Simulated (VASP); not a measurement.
Here is a VASP 6.6.1 calculation.

File INCAR:

```
  PREC = Accurate
  ENCUT = 520
  EDIFF = 1E-7
  ISMEAR = -1
  SIGMA = 0.05
  LREAL = False
  LASPH = True
  NELM = 100
  ALGO = Normal
  ISIF = 2
  LWAVE = False
  LCHARG = False
  GGA = PS
  NBANDS = 10
```

KPOINTS

```
regular mesh
0
Gamma
  9 9 9
```

File POSCAR:

```
Cs
1.0
   -3.0224975320      3.0224975320      3.0224975320
    3.0224975320     -3.0224975320      3.0224975320
    3.0224975320      3.0224975320     -3.0224975320
Cs
1
Direct
    0.0000000000      0.0000000000      0.0000000000
```

Potentials or basis: VASP PAW PBE potentials, release 64 (Cs_sv).

The run is started by

```bash
$ cat potpaw_PBE.64/Cs_sv/POTCAR > POTCAR
$ mpirun -np 1 vasp_std > vasp.out
```

(1) Estimate the pressure.

Answers

(1) 0.0 GPa.

Caveat: the PAW data sets were made with another functional, which shifts forces and pressure a little.
